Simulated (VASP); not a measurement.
# C in VASP: single point with PBEsol

Aim: the single point of C with PBEsol.

Everything below comes from runs of VASP 6.6.1. Logs are shortened: lines on timing, memory, paths and dates and some standing lists are left out, and cuts for length are marked.

## (1) The cell of the first run

The cell holds layers a few Å apart, 20 atoms: a = 2.505 Å, b = 2.505 Å, c = 24.101 Å, α = 90.00°, β = 90.00°, γ = 120.00°.

## (2) Single point, PBEsol

The input, INCAR:

```
PREC = Accurate
ENCUT = 1000
EDIFF = 1E-6
ISMEAR = 0
SIGMA = 0.05
LREAL = Auto
LASPH = T
NELM = 120
ALGO = Normal
ISIF = 2
LWAVE = F
LCHARG = F
LDIPOL = T
IDIPOL = 3
DIPOL = 0.5 0.5 0.500
GGA = PS
NBANDS = 56
GGA_COMPAT = F
NELMDL = -8
```

The input, KPOINTS:

```
Automatic mesh
0
Gamma
  12 12 1
```

The input, POSCAR:

```
C
1.0
    2.5053676368      0.0000000000      0.0000000000
   -1.2526838184      2.1697120193      0.0000000000
    0.0000000000      0.0000000000     24.1007856675
C
20
Direct
    0.3333333333      0.6666666667      0.1037310582
    0.0000000000      0.0000000000      0.1251961379
    0.0000000000      0.0000000000      0.1889471305
    0.6666666667      0.3333333333      0.2104122102
    0.6666666667      0.3333333333      0.2751952411
    0.0000000000      0.0000000000      0.2966603208
    0.0000000000      0.0000000000      0.3604113134
    0.3333333333      0.6666666667      0.3818763931
    0.3333333333      0.6666666667      0.4466594240
    0.0000000000      0.0000000000      0.4681245037
    0.0000000000      0.0000000000      0.5318754963
    0.6666666667      0.3333333333      0.5533405760
    0.6666666667      0.3333333333      0.6181236069
    0.0000000000      0.0000000000      0.6395886866
    0.0000000000      0.0000000000      0.7033396792
    0.3333333333      0.6666666667      0.7248047589
    0.3333333333      0.6666666667      0.7895877898
    0.0000000000      0.0000000000      0.8110528695
    0.0000000000      0.0000000000      0.8748038621
    0.6666666667      0.3333333333      0.8962689418
```

Potentials or basis: VASP PAW PBE potentials, release 64 (C_h).

Launch:

```sh
$ cat potpaw_PBE.64/C_h/POTCAR > POTCAR
$ mpirun -np 1 vasp_std > vasp.out
```

OUTCAR:

```text
PREC = Accurate
   ENCUT = 1000
   EDIFF = 1E-6
   ISMEAR = 0
   LREAL = Auto
   LASPH = T
   NELM = 120
   ISIF = 2
   GGA = PS
   NELMDL = -8

 ion  position               nearest neighbor table
   1  0.333  0.667  0.104-
   2  0.000  0.000  0.125-
   3  0.000  0.000  0.189-
   4  0.667  0.333  0.210-
   5  0.667  0.333  0.275-
   6  0.000  0.000  0.297-
[... 12 lines left out ...]
  19  0.000  0.000  0.875-
  20  0.667  0.333  0.896-

  LATTYP: Found a hexagonal cell.
 ALAT       =     2.5053676368
 C/A-ratio  =     9.6196603299

  Lattice vectors:

 A1 = (   2.5053676368,   0.0000000000,   0.0000000000)
 A2 = (  -1.2526838184,   2.1697120193,   0.0000000000)
 A3 = (   0.0000000000,   0.0000000000,  24.1007856675)

Analysis of symmetry for initial positions (statically):
=====================================================================
 Subroutine PRICEL returns:
 Original cell was already a primitive cell.

 Routine SETGRP: Setting up the symmetry group for a
 hexagonal supercell.

 Subroutine GETGRP returns: Found 12 space group operations
 (whereof 12 operations were pure point group operations)
 out of a pool of 24 trial point group operations.

The static configuration has the point symmetry D_3d.

Analysis of symmetry for dynamics (positions and initial velocities):
=====================================================================
 Subroutine PRICEL returns:
 Original cell was already a primitive cell.

 Routine SETGRP: Setting up the symmetry group for a
 hexagonal supercell.

 Subroutine GETGRP returns: Found 12 space group operations
 (whereof 12 operations were pure point group operations)
 out of a pool of 24 trial point group operations.

The dynamic configuration has the point symmetry D_3d.

 Subroutine INISYM returns: Found 12 space group operations
 (whereof 12 operations are pure point group operations),
 and found     1 'primitive' translations

----------------------------------------------------------------------------------------

                                     Primitive cell

  volume of cell :     131.0101

  direct lattice vectors                    reciprocal lattice vectors
     2.505367637  0.000000000  0.000000000     0.399143018  0.230445329  0.000000000
    -1.252683818  2.169712019  0.000000000     0.000000000  0.460890658  0.000000000
     0.000000000  0.000000000 24.100785667     0.000000000  0.000000000  0.041492423

  length of vectors
     2.505367637  2.505367637 24.100785667     0.460890658  0.460890658  0.041492423

  position of ions in fractional coordinates (direct lattice)
     0.333333333  0.666666667  0.103731058
     0.000000000  0.000000000  0.125196138
     0.000000000  0.000000000  0.188947130
     0.666666667  0.333333333  0.210412210
     0.666666667  0.333333333  0.275195241
     0.000000000  0.000000000  0.296660321
[... 12 lines left out ...]
     0.000000000  0.000000000  0.874803862
     0.666666667  0.333333333  0.896268942

  ion indices of the primitive-cell ions
   primitive index   ion index
                 1           1
                 2           2
                 3           3
                 4           4
                 5           5
                 6           6
[... 12 lines left out ...]
                19          19
                20          20

----------------------------------------------------------------------------------------

 KPOINTS: Automatic mesh

Automatic generation of k-mesh.
 Grid dimensions read from file:
 generate k-points for:   12   12    1

 Generating k-lattice:

  Cartesian coordinates                     Fractional coordinates (reciprocal lattice)
     0.033261918  0.019203777  0.000000000     0.083333333 -0.000000000  0.000000000
     0.000000000  0.038407555  0.000000000     0.000000000  0.083333333  0.000000000
     0.000000000  0.000000000  0.041492423     0.000000000  0.000000000  1.000000000

  Length of vectors
     0.038407555  0.038407555  0.041492423

  Shift w.r.t. Gamma in fractional coordinates (k-lattice)
     0.000000000  0.000000000  0.000000000

 Subroutine IBZKPT returns following result:
 ===========================================

 Found     19 irreducible k-points:

 Following reciprocal coordinates:
            Coordinates               Weight
  0.000000  0.000000  0.000000      1.000000
  0.083333  0.000000  0.000000      6.000000
  0.166667  0.000000  0.000000      6.000000
  0.250000 -0.000000  0.000000      6.000000
  0.333333  0.000000  0.000000      6.000000
  0.416667 -0.000000  0.000000      6.000000
[... 11 lines left out ...]
  0.333333  0.250000  0.000000     12.000000
  0.333333  0.333333  0.000000      2.000000
   k-points           NKPTS =     19   k-points in BZ     NKDIM =     19   number of bands    NBANDS=     56
   number of dos      NEDOS =    301   number of ions     NIONS =     20
   total plane-waves  NPLWV = 196000
   dimension x,y,z NGX =    28 NGY =   28 NGZ =  250
   dimension x,y,z NGXF=    56 NGYF=   56 NGZF=  500
   ions per type =              20
   NGX,Y,Z   is equivalent  to a cutoff of  18.58, 18.58, 17.24 a.u.
   NGXF,Y,Z  is equivalent  to a cutoff of  37.16, 37.16, 34.49 a.u.
 SYSTEM =  unknown system
   PREC   = accura    normal or accurate (medium, high low for compatibility)
   ISTART =      0    job   : 0-new  1-cont  2-samecut
   ICHARG =      2    charge: 1-file 2-atom 10-const
   ISPIN  =      1    spin polarized calculation?
   LNONCOLLINEAR =      F non collinear calculations
   LSORBIT =      F    spin-orbit coupling
   LASPH  =      T    aspherical Exc in radial PAW
   ENCUT  = 1000.0 eV  73.50 Ry    8.57 a.u.   6.46  6.46 62.14*2*pi/ulx,y,z
   NELM   =    120;   NELMIN=  2; NELMDL= -8     # of ELM steps
   EDIFF  = 0.1E-05   stopping-criterion for ELM
   LREAL  =      T    real-space projection
   EDIFFG = 0.1E-04   stopping-criterion for IOM
   NSW    =      0    number of steps for IOM
   IBRION =     -1    ionic relax: 0-MD 1-quasi-New 2-CG
   NFREE  =      0    steps in history (QN), initial steepest desc. (CG)
   ISIF   =      2    stress and relaxation
   ISYM   =      2    0-nonsym 1-usesym 2-fastsym
   POTIM  = 0.5000    time-step for ionic-motion
   TEBEG  =    0.0;   TEEND  =   0.0 temperature during run
   PSTRESS=    0.0 pullay stress
   NELECT =      80.0000    total number of electrons
   NUPDOWN=      -1.0000    fix difference up-down
   EMIN   =  10.00;   EMAX   =-10.00  energy-range for DOS
   EFERMI =   0.00;   METHOD = LEGACY
   ISMEAR =     0;   SIGMA  =   0.05  broadening in eV -4-tet -1-fermi 0-gaus
   EFERMI_NEDOS =   21; number of points for ismear=-14 and -15
   IALGO  =     38    algorithm
   IMIX   =      4    mixing-type and parameters
     AMIX     =   0.40;   BMIX     =  1.00
     AMIX_MAG =   1.60;   BMIX_MAG =  1.00
  volume/ion in A,a.u.               =       6.55        44.20
  Fermi-wavevector in a.u.,A,eV,Ry     =   1.388897  2.624634 26.246097  1.929034
  Thomas-Fermi vector in A             =   2.512979
   LORBIT       =      0    0 simple, 1 ext, 2 COOP (PROOUT), +10 PAW based schemes
   GGA     = PS    functional components
   LHFCALC =     F    Hartree Fock is set to
   AEXX    =    0.0000 exact exchange contribution
   IVDW    =     0    specifies the selected vdW correction
   LEPSILON=     F    determine dielectric tensor
   LRPA    =     F    only Hartree local field effects (RPA)
 non-spin polarized calculation
 Gauss-broadening in eV      SIGMA  =   0.05
  energy-cutoff  :     1000.00
  volume of cell :      131.01
 maximum number of plane-waves:      9497
 NGX is ok and might be reduce to    28
   NGX = 13   NGY = 13   NGZ =125

 dipolmoment           0.000000      0.000000     -0.000000 electrons x Angstroem

 number of electron      80.0000000 magnetization

 dipolmoment           0.000000      0.000000      0.000000 electrons x Angstroem

 Free energy of the ion-electron system (eV)
  ---------------------------------------------------
  ext. energy  EPLUGINS =         0.00000000
  ---------------------------------------------------
  free energy    TOTEN  =      -187.36514232 eV

  energy without entropy =     -187.34271489  energy(sigma->0) =     -187.35392860

 E-fermi :   9.3626     XC(G=0): -12.2429

 val. band max:        9.3604003432   @ k =   0.3333   0.0833   0.0000
 cond. band min:       9.3684614048   @ k =   0.1667   0.0000   0.0000
 fundamental gap:      0.0080610616
 Fermi energy:         9.3626435520

 k-point     1 :       0.0000    0.0000    0.0000
  band No.  band energies     occupation
      1     -13.3618      2.00000
      2     -13.0764      2.00000
      3     -12.6655      2.00000
      4     -12.1289      2.00000
      5     -11.5590      2.00000
      6     -10.7873      2.00000
[... 44 lines left out ...]
     51      15.2462      0.00000
     52      15.5123      0.00000

 k-point     2 :       0.0833    0.0000    0.0000
  band No.  band energies     occupation
      1     -13.1884      2.00000
      2     -12.9034      2.00000
      3     -12.4931      2.00000
      4     -11.9573      2.00000
      5     -11.3880      2.00000
      6     -10.6182      2.00000
[... 44 lines left out ...]
     51      15.7592      0.00000
     52      15.7939      0.00000

 k-point     3 :       0.1667    0.0000    0.0000
  band No.  band energies     occupation
      1     -12.6703      2.00000
      2     -12.3863      2.00000
      3     -11.9778      2.00000
      4     -11.4447      2.00000
      5     -10.8773      2.00000
      6     -10.1130      2.00000
[... 44 lines left out ...]
     51      15.8933      0.00000
     52      16.0950      0.00000
[... 771 lines left out ...]
 k-point    18 :       0.3333    0.2500    0.0000
  band No.  band energies     occupation
      1      -7.3534      2.00000
      2      -7.1020      2.00000
      3      -6.7538      2.00000
      4      -6.3648      2.00000
      5      -5.7824      2.00000
      6      -5.4663      2.00000
[... 44 lines left out ...]
     51      17.8672      0.00000
     52      18.5254      0.00000

 k-point    19 :       0.3333    0.3333    0.0000
  band No.  band energies     occupation
      1      -6.2252      2.00000
      2      -5.9787      2.00000
      3      -5.7405      2.00000
      4      -5.7405      2.00000
      5      -5.6387      2.00000
      6      -5.5705      2.00000
[... 44 lines left out ...]
     51      17.7173      0.00000
     52      18.5136      0.00000
 [bands above 52 left out]

------------------------ aborting loop because EDIFF is reached ----------------------------------------

 vacuum level on the upper side and lower side of the slab       (xc-potential included)        -1.647        -1.647

  FORCE on cell =-STRESS in cart. coord.  units (eV):
  Direction    XX          YY          ZZ          XY          YZ          ZX
  --------------------------------------------------------------------------------------
  -------------------------------------------------------------------------------------
  Total        0.2381564      0.2381564     -2.5737509      0.0000000     -0.0000000      0.0000000
  in kB        2.9125143      2.9125143    -31.4754786      0.0000000     -0.0000000      0.0000000
  external PRESSURE =      -8.5501500 kB  Pullay stress =       0.0000000 kB

 VOLUME and BASIS-vectors are now :
 -----------------------------------------------------------------------------
  energy-cutoff  :     1000.00
  volume of cell :      131.01
      direct lattice vectors                 reciprocal lattice vectors
     2.505367637  0.000000000  0.000000000     0.399143018  0.230445329  0.000000000
    -1.252683818  2.169712019  0.000000000     0.000000000  0.460890658  0.000000000
     0.000000000  0.000000000 24.100785667     0.000000000  0.000000000  0.041492423

 POSITION                                       TOTAL-FORCE (eV/Angst)
 -----------------------------------------------------------------------------------
     -0.00000      1.44647      2.50000        -0.000000      0.000000      4.113464
      0.00000      0.00000      3.01733        -0.000000      0.000000     -4.736635
      0.00000      0.00000      4.55377         0.000000      0.000000      0.822584
      1.25268      0.72324      5.07110        -0.000000      0.000000     -0.356632
      1.25268      0.72324      6.63242        -0.000000     -0.000000      0.158332
      0.00000      0.00000      7.14975         0.000000     -0.000000     -0.076794
[... 12 lines left out ...]
      0.00000      0.00000     21.08346         0.000000     -0.000000      4.736635
      1.25268      0.72324     21.60079        -0.000000      0.000000     -4.113464
 -----------------------------------------------------------------------------------
    total drift:                                0.000000      0.000000      0.000000

  FREE ENERGIE OF THE ION-ELECTRON SYSTEM (eV)
  ---------------------------------------------------
  free  energy   TOTEN  =      -187.3651423153 eV

  energy  without entropy=     -187.3427148905  energy(sigma->0) =     -187.35392860

 vacuum level on the upper side and lower side of the slab        13.509        13.509
```

Run time: 6.3 min. Hardware: 1 thread of Intel Xeon 6975P-C (Granite Rapids), shared host; peak memory 0.53 GiB.

Results:

| Property | Result |
| --- | --- |
| Free energy | -187.3651 eV |
| Largest force | 4.737 eV/Å |
| Band gap on the k mesh | zero (bands 40 and 41 overlap by 0.15 eV) |

Forces on the atoms (eV/Å):
```
C    0.000  0.000  4.113
C    0.000  0.000 -4.737
C    0.000  0.000  0.823
C    0.000  0.000 -0.357
C    0.000  0.000  0.158
C    0.000  0.000 -0.077
C    0.000  0.000  0.035
C    0.000  0.000 -0.020
C    0.000  0.000  0.012
C    0.000  0.000 -0.009
C    0.000  0.000  0.009
C    0.000  0.000 -0.012
C    0.000  0.000  0.020
C    0.000  0.000 -0.035
C    0.000  0.000  0.077
C    0.000  0.000 -0.158
C    0.000  0.000  0.357
C    0.000  0.000 -0.823
C    0.000  0.000  4.737
C    0.000  0.000 -4.113
```

Caveat: the PAW data sets were made with another functional, which shifts forces and pressure a little.
